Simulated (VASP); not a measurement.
The system is CdSe (zincblende type).

```
Cd Se
1.0
     0.00000    3.10531    3.10531
     3.10531    0.00000    3.10531
     3.10531    3.10531    0.00000
Cd Se
1 1
Direct
  0.00000 0.00000 0.00000
  0.25000 0.25000 0.25000
```

* Program: VASP 6.6.1
* Task: relaxation of cell and atoms
* Functional: LDA
* Potentials or basis: VASP PAW LDA potentials, release 64 (Cd, Se)
* Cutoff: 600 eV
* k mesh: 12 × 12 × 12
* Occupations: fermi-dirac, width 0.05 eV
* Spin: no spin polarisation

At the start: pressure -4.3 GPa; volume 29.94 Å³/atom.

Task: How do energy, volume and symmetry change on relaxing?

Result: Over 3 steps the energy falls by 38.5 meV/atom and the volume is 27.31 Å³/atom (-8.8 %); space group F-43m (No. 216, to 0.05 Å).

The path:
```tsv
step	energy change (eV)	largest force (eV/Å)	pressure (GPa)	volume (Å³)
1	0.0000	0.0000	-4.29	59.89
2	-0.0700	0.0000	1.64	53.20
3	-0.0771	0.0000	0.01	54.62
```

Final structure:
```yaml
crystal:
  lattice:
    - [0.00000, 3.01138, 3.01138]
    - [3.01138, 0.00000, 3.01138]
    - [3.01138, 3.01138, 0.00000]
  atoms:
    - { symbol: Cd, position: [0.00000, 0.00000, 0.00000] }
    - { symbol: Se, position: [0.25000, 0.25000, 0.25000] }
```
